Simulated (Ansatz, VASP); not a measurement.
Two plane-wave programs on Si4F

```
Si F
1.0
     4.01421    0.00000    0.00000
    -2.00711    3.47641    0.00000
     0.00000    0.00000    6.18350
Si F
4 1
Direct
  0.50000 0.00000 0.04141
  0.00000 0.50000 0.04141
  0.50000 0.50000 0.04141
  0.00000 0.00000 0.95247
  0.00000 0.00000 0.54529
```

Alike in both runs: task single point; functional PBE; k mesh 6 × 6 × 4; occupations gaussian, width 0.1 eV; no spin polarisation.

|  | VASP | Ansatz |
| --- | --- | --- |
| version | VASP 6.6.1 | Ansatz 0.2.0 |
| potentials or method | VASP PAW PBE potentials, release 64 (Si, F), cutoff 520 eV | scalar-relativistic, plane waves, PAW |
| valence electrons in the cell | 23 | 23 |

|  | VASP | Ansatz | Ansatz less VASP |
| --- | --- | --- | --- |
| gap on the k mesh at the Fermi level (eV) | none | none | - |
| rms of the force components (eV/Å) | 2.083 | 2.100 | +0.0167 |

Atom by atom the forces differ by 0.017 eV/Å (rms over components). A gap of «none» marks a metal or a gap that the smearing closes.
